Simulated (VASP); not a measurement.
Set up this calculation in VASP 6.6.1, as the native input.

- Task: single point
- Functional: r2SCAN
- Potentials or basis: VASP PAW PBE potentials, release 64 (Al, Ga_d, N)
- Cutoff: 520 eV
- k mesh: 6 × 8 × 4
- Occupations: gaussian, width 0.05 eV
- Spin: no spin polarisation
- Dipole correction: no
- Further INCAR settings: ALGO = Normal; EDIFF = 1e-06; NBANDS = 31

Al3GaN4:

```xyz
8
Lattice="5.0381 0.0000 0.0001 0.0000 3.1249 0.0000 -0.0033 0.0000 5.4104" Properties=species:S:1:pos:R:3 pbc="T T T"
Al    2.4383    1.5625    0.8468
Al    0.0006    1.5625    4.5171
Al    0.0040    0.0000    1.7943
Ga    2.5143    0.0000    3.6045
N     0.5556    0.0000    3.6050
N     0.6175    1.5625    0.9043
N     3.1481    1.5625    4.5485
N     3.1397    0.0000    1.7631
```

This cell differs from its parent crystal: atom 1 (Al) moved +0.100 Å towards its neighbour atom 2 (Al) at 3.092 Å.

These files were run (other wordings do the same):

POSCAR

```
Al3GaN4
1.0
    5.0380821985      0.0000000000      0.0000609633
    0.0000000000      3.1249488273      0.0000000000
   -0.0032907418      0.0000000000      5.4103929818
Al Ga N
3 1 4
Direct
    0.4840668329      0.5000000000      0.1565072557
    0.0006683705      0.5000000000      0.8349019374
    0.0010043255      0.0000000000      0.3316444641
    0.4994946875      0.0000000000      0.6662044640
    0.1107069781      0.0000000000      0.6663170124
    0.1226755900      0.5000000000      0.1671322918
    0.6254135993      0.5000000000      0.8406810063
    0.6234137866      0.0000000000      0.3258647496
```

INCAR.step1

```
SYSTEM = Al3GaN4
PREC     = Accurate       ! precision mode
ENCUT    = 520            ! plane-wave cutoff, eV
ISMEAR   = 0              ! smearing method
SIGMA    = 0.05           ! smearing width, eV
LREAL    = .False.        ! projectors in reciprocal space
LASPH    = .True.         ! aspherical terms in the spheres
NELM     = 60             ! most SCF steps
NBANDS   = 31             ! bands
GGA      = PE             ! functional
ALGO     = Normal         ! electronic algorithm
EDIFF    = 1E-4           ! SCF threshold, eV
LWAVE    = .True.         ! write WAVECAR
LCHARG   = .False.        ! write CHGCAR
```

INCAR.step2

```
SYSTEM = Al3GaN4
PREC     = Accurate       ! precision mode
ENCUT    = 520            ! plane-wave cutoff, eV
EDIFF    = 1E-6           ! SCF threshold, eV
ISMEAR   = 0              ! smearing method
SIGMA    = 0.05           ! smearing width, eV
LREAL    = .False.        ! projectors in reciprocal space
LASPH    = .True.         ! aspherical terms in the spheres
NELM     = 60             ! most SCF steps
ALGO     = Normal         ! electronic algorithm
ISIF     = 2              ! what is computed and relaxed
LWAVE    = .False.        ! write WAVECAR
LCHARG   = .False.        ! write CHGCAR
METAGGA  = R2SCAN         ! meta-GGA
LMIXTAU  = .True.       
NBANDS   = 31             ! bands
ISTART   = 1
```

KPOINTS

```
Automatic mesh
0
Gamma
  6 8 4
  0 0 0
```

Potentials or basis: VASP PAW PBE potentials, release 64 (Al, Ga_d, N).

Run with:

```bash
$ cat potpaw_PBE.64/Al/POTCAR potpaw_PBE.64/Ga_d/POTCAR potpaw_PBE.64/N/POTCAR > POTCAR
$ cp INCAR.step1 INCAR
$ mpirun -np 1 vasp_std > vasp.out
$ cp INCAR.step2 INCAR
$ mpirun -np 1 vasp_std > vasp.out
```

It gave:

* Pressure: 0.4 GPa
* Largest force: 2.316 eV/Å
* Band gap on the k mesh: 4.03 eV

Caveat: the cell differs from its parent crystal (atom 1 (Al) moved +0.100 Å towards its neighbour atom 2 (Al) at 3.092 Å); the PAW data sets were made with another functional, which shifts forces and pressure a little.

It took 4.8 min on 1 thread of Intel(R) Xeon(R) 6975P-C (Granite Rapids), on a shared host, peak memory 0.3 GiB.
